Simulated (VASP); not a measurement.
# Cr (Fd-3m) in VASP: a series of runs, part 2 of 2

VASP 6.6.1. The steps go on from the part before.

**4. Relaxation of cell and atoms, PBE, collinear spin, ferromagnetic start**

This run uses another cell than the first one, of 16.19 Å³/atom, 0.824 times its volume.

The input, INCAR:

```
ALGO = Normal
EDIFF = 1E-6
EDIFFG = -0.01
ENCUT = 600
GGA = PE
IBRION = 2
ISIF = 3
ISMEAR = -1
ISPIN = 2
LASPH = True
LCHARG = False
LMAXMIX = 4
LORBIT = 11
LREAL = False
LWAVE = False
MAGMOM = 1.5 1.5
NELM = 150
NSW = 80
PREC = Accurate
SIGMA = 0.05
```

The input, KPOINTS:

```
k-points
0
Gamma
  11 11 11
```

The input, POSCAR:

```
Cr
1.0
    0.0000000000      2.5297724266      2.5297724266
    2.5297724266      0.0000000000      2.5297724266
    2.5297724266      2.5297724266      0.0000000000
Cr
2
Direct
    0.1250000000      0.1250000000      0.1250000000
    0.8750000000      0.8750000000      0.8750000000
```

Potentials or basis: VASP PAW PBE potentials, release 64 (Cr_pv).

Started as:

```
> cat potpaw_PBE.64/Cr_pv/POTCAR > POTCAR
> mpirun -np 1 vasp_std > vasp.out
```

OUTCAR:

```text
EDIFF = 1E-6
   EDIFFG = -0.01
   ENCUT = 600
   GGA = PE
   IBRION = 2
   ISIF = 3
   ISMEAR = -1
   ISPIN = 2
   LASPH = True
   LORBIT = 11
   LREAL = False
   NELM = 150
   NSW = 80
   PREC = Accurate

 ion  position               nearest neighbor table
   1  0.125  0.125  0.125-   2 2.19   2 2.19   2 2.19   2 2.19
   2  0.875  0.875  0.875-   1 2.19   1 2.19   1 2.19   1 2.19

  LATTYP: Found a face centered cubic cell.
 ALAT       =     5.0595448532

  Lattice vectors:

 A1 = (   0.0000000000,   2.5297724266,   2.5297724266)
 A2 = (   2.5297724266,   0.0000000000,   2.5297724266)
 A3 = (   2.5297724266,   2.5297724266,   0.0000000000)

Analysis of symmetry for initial positions (statically):
=====================================================================
 Subroutine PRICEL returns:
 Original cell was already a primitive cell.

 Routine SETGRP: Setting up the symmetry group for a
 face centered cubic supercell.

[... 273 lines left out ...]
 cond. band min:       6.2601415230   @ k =  -0.3636   0.4545   0.0909
 fundamental gap:      0.0127374189
 Fermi energy:         6.2505702327

 spin component 1

 k-point     1 :       0.0000    0.0000    0.0000
  band No.  band energies     occupation
      1     -36.4053      1.00000
      2     -36.4053      1.00000
      3     -36.4053      1.00000
      4     -35.6083      1.00000
      5     -35.6083      1.00000
      6     -35.6083      1.00000
[... 493 lines left out ...]
     17       9.5362      0.00000
     18      14.2524      0.00000

 [... further k-points ...]

 spin component 2

 k-point     1 :       0.0000    0.0000    0.0000
  band No.  band energies     occupation
      1     -36.4053      1.00000
      2     -36.4053      1.00000
      3     -36.4053      1.00000
      4     -35.6083      1.00000
      5     -35.6083      1.00000
      6     -35.6083      1.00000
[... 524 lines left out ...]
  FREE ENERGIE OF THE ION-ELECTRON SYSTEM (eV)
  ---------------------------------------------------
  free  energy   TOTEN  =       -14.7353255826 eV

  energy  without entropy=      -14.7012144378  energy(sigma->0) =      -14.71827001

 reached required accuracy - stopping structural energy minimisation

 total charge

# of ion       s       p       d       tot
------------------------------------------
    1        0.481   6.185   4.461  11.127
    2        0.481   6.185   4.461  11.127
--------------------------------------------------
tot          0.963  12.371   8.921  22.255

 magnetization (x)

# of ion       s       p       d       tot
------------------------------------------
    1       -0.000   0.000  -0.000  -0.000
    2       -0.000   0.000  -0.000  -0.000
--------------------------------------------------
tot         -0.000   0.000  -0.000  -0.000
```

CONTCAR:

```text
Cr
   1.00000000000000
     0.0000000000000000    2.5493350540263515    2.5493350540263515
     2.5493350540263515   -0.0000000000000000    2.5493350540263515
     2.5493350540263515    2.5493350540263515    0.0000000000000000
  Cr
     2
Direct
     0.1250000000000000    0.1250000000000000    0.1250000000000000
     0.8750000000000000    0.8750000000000000    0.8750000000000000

  0.00000000E+00  0.00000000E+00  0.00000000E+00
  0.00000000E+00  0.00000000E+00  0.00000000E+00
```

Run time: 2.9 min. Hardware: 1 thread of Intel Xeon 6975P-C, shared host; peak memory 0.23 GiB.

What came out:

- Free energy: -14.7353 eV
- Relaxed volume: 16.57 Å³/atom
- Relaxed cell: a = 3.605 Å, b = 3.605 Å, c = 3.605 Å, α = 60.00°, β = 60.00°, γ = 60.00°
- Space group after relaxing (to 0.05 Å): Fd-3m (No. 227)
- Energy gained by relaxing: 2.9 meV/atom
- Ionic steps: 3
- Pressure after relaxing: 0.0 GPa
- Band gap on the k mesh: zero (filled and empty bands overlap)
- Net moment: 0.00 μB per cell
- Valence electrons inside the program's atomic spheres: Cr 11.13

Step by step:
| step | energy change (eV) | largest force (eV/Å) | pressure (GPa) | volume (Å³) |
| --- | --- | --- | --- | --- |
| 1 | 0.0000 | 0.0000 | 2.50 | 32.38 |
| 2 | -0.0039 | 0.0000 | -1.35 | 33.58 |
| 3 | -0.0058 | 0.0000 | 0.01 | 33.14 |

Final structure:
```cif
data_structure
_symmetry_space_group_name_H-M 'P 1'
_symmetry_Int_Tables_number 1
_cell_length_a 3.6053
_cell_length_b 3.6053
_cell_length_c 3.6053
_cell_angle_alpha 60.000
_cell_angle_beta 60.000
_cell_angle_gamma 60.000
_cell_volume 33.14
loop_
_atom_site_label
_atom_site_type_symbol
_atom_site_fract_x
_atom_site_fract_y
_atom_site_fract_z
_atom_site_occupancy
Cr1 Cr 0.12500 0.12500 0.12500 1
Cr2 Cr 0.87500 0.87500 0.87500 1
```

Levels at points of the mesh, in eV from the Fermi level:
Spin up:
```csv
k point,band 10,band 11,band 12,band 13,band 14,band 15
"(0.00, 0.00, 0.00)",-1.05,-1.05,-1.05,1.07,1.07,1.07
```
Spin down:
```tsv
k point	band 9	band 10	band 11	band 12	band 13	band 14	band 15	band 16
(0.00, 0.00, 0.00)	-1.52	-1.05	-1.05	-1.05	1.07	1.07	1.07	3.12
```

Caveat: the starting moments collapsed, and a magnetic state may lie lower.

**5. Single point, PBE**

This run uses another cell than the first one, of 16.58 Å³/atom, 0.844 times its volume.

The input, INCAR:

```
SYSTEM = Cr
ALGO = Normal
EDIFF = 1E-6
ENCUT = 520
GGA = PE
ISIF = 2
ISMEAR = -1
LASPH = .TRUE.
LCHARG = .FALSE.
LREAL = .FALSE.
LWAVE = .FALSE.
NBANDS = 19
NELM = 80
PREC = Accurate
SIGMA = 0.1
```

The input, KPOINTS:

```
k-points
0
G
  11 11 11
  0 0 0
```

The input, POSCAR:

```
Cr
1.0
    0.0000000000      2.5499082060      2.5499082060
    2.5499082060      0.0000000000      2.5499082060
    2.5499082060      2.5499082060      0.0000000000
Cr
2
Direct
    0.1250000000      0.1250000000      0.1250000000
    0.8750000000      0.8750000000      0.8750000000
```

Potentials or basis: VASP PAW PBE potentials, release 64 (Cr_pv).

Started as:

```
> cat potpaw_PBE.64/Cr_pv/POTCAR > POTCAR
> mpirun -np 1 vasp_std > vasp.out
```

OUTCAR:

```text
SYSTEM = Cr
   EDIFF = 1E-6
   ENCUT = 520
   GGA = PE
   ISIF = 2
   ISMEAR = -1
   LASPH = .TRUE.
   LREAL = .FALSE.
   NELM = 80
   PREC = Accurate

 ion  position               nearest neighbor table
   1  0.125  0.125  0.125-   2 2.21   2 2.21   2 2.21   2 2.21
   2  0.875  0.875  0.875-   1 2.21   1 2.21   1 2.21   1 2.21

  LATTYP: Found a face centered cubic cell.
 ALAT       =     5.0998164120

  Lattice vectors:

 A1 = (   0.0000000000,   2.5499082060,   2.5499082060)
 A2 = (   2.5499082060,   0.0000000000,   2.5499082060)
 A3 = (   2.5499082060,   2.5499082060,   0.0000000000)

Analysis of symmetry for initial positions (statically):
=====================================================================
 Subroutine PRICEL returns:
 Original cell was already a primitive cell.

 Routine SETGRP: Setting up the symmetry group for a
 face centered cubic supercell.

 Subroutine GETGRP returns: Found 48 space group operations
 (whereof 12 operations were pure point group operations)
 out of a pool of 48 trial point group operations.

The static configuration has the point symmetry D_3d.
 The point group associated with its full space group is O_h .

Analysis of symmetry for dynamics (positions and initial velocities):
=====================================================================
 Subroutine PRICEL returns:
 Original cell was already a primitive cell.

 Routine SETGRP: Setting up the symmetry group for a
 face centered cubic supercell.

 Subroutine GETGRP returns: Found 48 space group operations
 (whereof 12 operations were pure point group operations)
 out of a pool of 48 trial point group operations.

The dynamic configuration has the point symmetry D_3d.
 The point group associated with its full space group is O_h .

 Subroutine INISYM returns: Found 48 space group operations
 (whereof 12 operations are pure point group operations),
 and found     1 'primitive' translations

----------------------------------------------------------------------------------------

                                     Primitive cell

  volume of cell :      33.1592

  direct lattice vectors                    reciprocal lattice vectors
     0.000000000  2.549908206  2.549908206    -0.196085490  0.196085490  0.196085490
     2.549908206  0.000000000  2.549908206     0.196085490 -0.196085490  0.196085490
     2.549908206  2.549908206  0.000000000     0.196085490  0.196085490 -0.196085490

  length of vectors
     3.606114768  3.606114768  3.606114768     0.339630031  0.339630031  0.339630031

  position of ions in fractional coordinates (direct lattice)
     0.125000000  0.125000000  0.125000000
     0.875000000  0.875000000  0.875000000

  ion indices of the primitive-cell ions
   primitive index   ion index
                 1           1
                 2           2

----------------------------------------------------------------------------------------

 KPOINTS: k-points

Automatic generation of k-mesh.
 Grid dimensions read from file:
 generate k-points for:   11   11   11

 Generating k-lattice:

  Cartesian coordinates                     Fractional coordinates (reciprocal lattice)
    -0.017825954  0.017825954  0.017825954     0.090909091  0.000000000  0.000000000
     0.017825954 -0.017825954  0.017825954     0.000000000  0.090909091  0.000000000
     0.017825954  0.017825954 -0.017825954     0.000000000  0.000000000  0.090909091

  Length of vectors
     0.030875457  0.030875457  0.030875457

  Shift w.r.t. Gamma in fractional coordinates (k-lattice)
     0.000000000  0.000000000  0.000000000

 Subroutine IBZKPT returns following result:
 ===========================================

 Found     56 irreducible k-points:

 Following reciprocal coordinates:
            Coordinates               Weight
  0.000000  0.000000  0.000000      1.000000
  0.090909  0.000000  0.000000      8.000000
  0.181818  0.000000  0.000000      8.000000
  0.272727  0.000000  0.000000      8.000000
  0.363636  0.000000  0.000000      8.000000
  0.454545  0.000000  0.000000      8.000000
[... 16 lines left out ...]
 -0.272727  0.181818  0.000000     24.000000
 -0.181818  0.181818  0.000000     12.000000
 [... further k-points ...]
   k-points           NKPTS =     56   k-points in BZ     NKDIM =     56   number of bands    NBANDS=     19
   number of dos      NEDOS =    301   number of ions     NIONS =      2
   total plane-waves  NPLWV =  21952
   dimension x,y,z NGX =    28 NGY =   28 NGZ =   28
   dimension x,y,z NGXF=    56 NGYF=   56 NGZF=   56
   ions per type =               2
   NGX,Y,Z   is equivalent  to a cutoff of  12.91, 12.91, 12.91 a.u.
   NGXF,Y,Z  is equivalent  to a cutoff of  25.82, 25.82, 25.82 a.u.
 SYSTEM =  Cr
   PREC   = accura    normal or accurate (medium, high low for compatibility)
   ISTART =      0    job   : 0-new  1-cont  2-samecut
   ICHARG =      2    charge: 1-file 2-atom 10-const
   ISPIN  =      1    spin polarized calculation?
   LNONCOLLINEAR =      F non collinear calculations
   LSORBIT =      F    spin-orbit coupling
   LASPH  =      T    aspherical Exc in radial PAW
   ENCUT  =  520.0 eV  38.22 Ry    6.18 a.u.   6.70  6.70  6.70*2*pi/ulx,y,z
   NELM   =     80;   NELMIN=  2; NELMDL= -5     # of ELM steps
   EDIFF  = 0.1E-05   stopping-criterion for ELM
   LREAL  =      F    real-space projection
   EDIFFG = 0.1E-04   stopping-criterion for IOM
   NSW    =      0    number of steps for IOM
   IBRION =     -1    ionic relax: 0-MD 1-quasi-New 2-CG
   NFREE  =      0    steps in history (QN), initial steepest desc. (CG)
   ISIF   =      2    stress and relaxation
   ISYM   =      2    0-nonsym 1-usesym 2-fastsym
   POTIM  = 0.5000    time-step for ionic-motion
   TEBEG  =    0.0;   TEEND  =   0.0 temperature during run
   PSTRESS=    0.0 pullay stress
   NELECT =      24.0000    total number of electrons
   NUPDOWN=      -1.0000    fix difference up-down
   EMIN   =  10.00;   EMAX   =-10.00  energy-range for DOS
   EFERMI =   0.00;   METHOD = LEGACY
   ISMEAR =    -1;   SIGMA  =   0.10  broadening in eV -4-tet -1-fermi 0-gaus
   EFERMI_NEDOS =   21; number of points for ismear=-14 and -15
   IALGO  =     38    algorithm
   IMIX   =      4    mixing-type and parameters
     AMIX     =   0.40;   BMIX     =  1.00
     AMIX_MAG =   1.60;   BMIX_MAG =  1.00
  volume/ion in A,a.u.               =      16.58       111.88
  Fermi-wavevector in a.u.,A,eV,Ry     =   1.469865  2.777642 29.395418  2.160502
  Thomas-Fermi vector in A             =   2.585191
   LORBIT       =      0    0 simple, 1 ext, 2 COOP (PROOUT), +10 PAW based schemes
   GGA     = PE    functional components
   LHFCALC =     F    Hartree Fock is set to
   AEXX    =    0.0000 exact exchange contribution
   IVDW    =     0    specifies the selected vdW correction
   LEPSILON=     F    determine dielectric tensor
   LRPA    =     F    only Hartree local field effects (RPA)
 non-spin polarized calculation
  energy-cutoff  :      520.00
  volume of cell :       33.16
 maximum number of plane-waves:       911
   NGX = 13   NGY = 13   NGZ = 13

 number of electron      24.0000011 magnetization

 Free energy of the ion-electron system (eV)
  ---------------------------------------------------
  ext. energy  EPLUGINS =         0.00000000
  ---------------------------------------------------
  free energy    TOTEN  =       -14.78665468 eV

  energy without entropy =      -14.65125194  energy(sigma->0) =      -14.71895331

 E-fermi :   6.2387     XC(G=0): -11.3110

 val. band max:        6.2378905334   @ k =   0.3636   0.1818   0.0000
 cond. band min:       6.2402488088   @ k =  -0.3636   0.2727   0.0000
 fundamental gap:      0.0023582754
 Fermi energy:         6.2387058132

 k-point     1 :       0.0000    0.0000    0.0000
  band No.  band energies     occupation
      1     -36.4119      2.00000
      2     -36.4119      2.00000
      3     -36.4119      2.00000
      4     -35.6163      2.00000
      5     -35.6163      2.00000
      6     -35.6163      2.00000
[... 11 lines left out ...]
     18      14.6032      0.00000
     19      14.6042      0.00000
[... 485 lines left out ...]
 k-point    24 :      -0.1818    0.1818    0.0000
  band No.  band energies     occupation
      1     -36.5307      2.00000
      2     -36.4679      2.00000
      3     -36.3591      2.00000
      4     -35.6788      2.00000
      5     -35.5592      2.00000
      6     -35.5013      2.00000
[... 11 lines left out ...]
     18      14.2402      0.00000
     19      14.3921      0.00000

 [... further k-points ...]

------------------------ aborting loop because EDIFF is reached ----------------------------------------

  FORCE on cell =-STRESS in cart. coord.  units (eV):
  Direction    XX          YY          ZZ          XY          YZ          ZX
  --------------------------------------------------------------------------------------
  -------------------------------------------------------------------------------------
  Total        0.0487274      0.0487274      0.0487274      0.0000000      0.0000000     -0.0000000
  in kB        2.3543995      2.3543995      2.3543995      0.0000000      0.0000000     -0.0000000
  external PRESSURE =       2.3543995 kB  Pullay stress =       0.0000000 kB

 VOLUME and BASIS-vectors are now :
 -----------------------------------------------------------------------------
  energy-cutoff  :      520.00
  volume of cell :       33.16
      direct lattice vectors                 reciprocal lattice vectors
     0.000000000  2.549908206  2.549908206    -0.196085490  0.196085490  0.196085490
     2.549908206  0.000000000  2.549908206     0.196085490 -0.196085490  0.196085490
     2.549908206  2.549908206  0.000000000     0.196085490  0.196085490 -0.196085490

 POSITION                                       TOTAL-FORCE (eV/Angst)
 -----------------------------------------------------------------------------------
      0.63748      0.63748      0.63748         0.000000      0.000000      0.000000
      4.46234      4.46234      4.46234        -0.000000     -0.000000     -0.000000
 -----------------------------------------------------------------------------------
    total drift:                                0.000000     -0.000000     -0.000000

  FREE ENERGIE OF THE ION-ELECTRON SYSTEM (eV)
  ---------------------------------------------------
  free  energy   TOTEN  =       -14.7866546815 eV

  energy  without entropy=      -14.6512519435  energy(sigma->0) =      -14.71895331
```

OSZICAR:

```text
N       E                     dE             d eps       ncg     rms          rms(c)
DAV:   1     0.246859182960E+03    0.24686E+03   -0.14769E+04  2128   0.148E+03
DAV:   2    -0.786189336151E+01   -0.25472E+03   -0.24935E+03  2146   0.426E+02
DAV:   3    -0.156895364811E+02   -0.78276E+01   -0.76893E+01  2357   0.910E+01
DAV:   4    -0.158043324316E+02   -0.11480E+00   -0.11460E+00  2620   0.102E+01
DAV:   5    -0.158073236231E+02   -0.29912E-02   -0.29902E-02  2602   0.160E+00    0.105E+01
DAV:   6    -0.148381466724E+02    0.96918E+00   -0.70396E+00  2267   0.268E+01    0.209E+00
DAV:   7    -0.147893813748E+02    0.48765E-01   -0.29828E-01  2278   0.590E+00    0.141E+00
DAV:   8    -0.147866162844E+02    0.27651E-02   -0.12018E-02  2627   0.129E+00    0.143E-01
DAV:   9    -0.147866550401E+02   -0.38756E-04   -0.87754E-04  2772   0.318E-01    0.101E-01
DAV:  10    -0.147866458333E+02    0.92068E-05   -0.39376E-05  2750   0.494E-02    0.439E-02
DAV:  11    -0.147866543701E+02   -0.85368E-05   -0.27049E-06  2214   0.148E-02    0.128E-03
DAV:  12    -0.147866546815E+02   -0.31135E-06   -0.94262E-08  1376   0.270E-03
   1 F= -.14786655E+02 E0= -.14718953E+02  d E =-.135403E+00
```

stdout:

```text
POSCAR found type information on POSCAR Cr
 POSCAR found :  1 types and       2 ions
 scaLAPACK will be used
 LDA part: xc-table for (Slater+PW92), standard interpolation
 POSCAR, INCAR and KPOINTS ok, starting setup
 FFT: planning ... GRIDC
 FFT: planning ... GRID_SOFT
 FFT: planning ... GRID
 WAVECAR not read
 entering main loop
```

Wall time 26 s (1 thread of Intel Xeon Platinum 8259CL at 2.50GHz (Skylake/Cascade Lake), shared host); peak memory 0.17 GiB.

What came out:

- Free energy: -14.7867 eV
- Pressure: 0.2 GPa
- Band gap on the k mesh: zero (band 12 reaches 6.57 eV, above the bottom of band 13 at 5.96 eV)

Caveat: the run has no spin polarisation, though such a crystal can be magnetic. Spin polarisation is off, so any magnetic state and its effect on volume and gap are missing.

**6. The runs side by side**

| task | spin | cell | cutoff (eV) | smearing | gap on the mesh (eV) | pressure (GPa) | moment (μB) |
| --- | --- | --- | --- | --- | --- | --- | --- |
| single point | collinear, antiferromagnetic start | a = 3.816 Å, angles 60.0°, 2 atoms | 520 | fermi-dirac 0.05 eV | none | 0.2 | 0.00 |
| relaxation of cell and atoms | collinear, antiferromagnetic start | relaxed from a = 3.578 Å, angles 60.0°, 2 atoms | 600 | fermi-dirac 0.05 eV | none | 0.0 | 0.00 |
| single point | off | a = 3.606 Å, angles 60.0°, 2 atoms | 520 | fermi-dirac 0.1 eV | none | 0.2 | - |

Alike in all rows: level PBE; potentials or basis VASP PAW PBE potentials, release 64 (Cr_pv); k mesh 11 × 11 × 11.

Caveats: the volume moved by over 15 % at a fixed basis, so the end points are rough (some runs).

Total energies depend on the potentials used, so only differences within one code and one set of settings carry meaning.
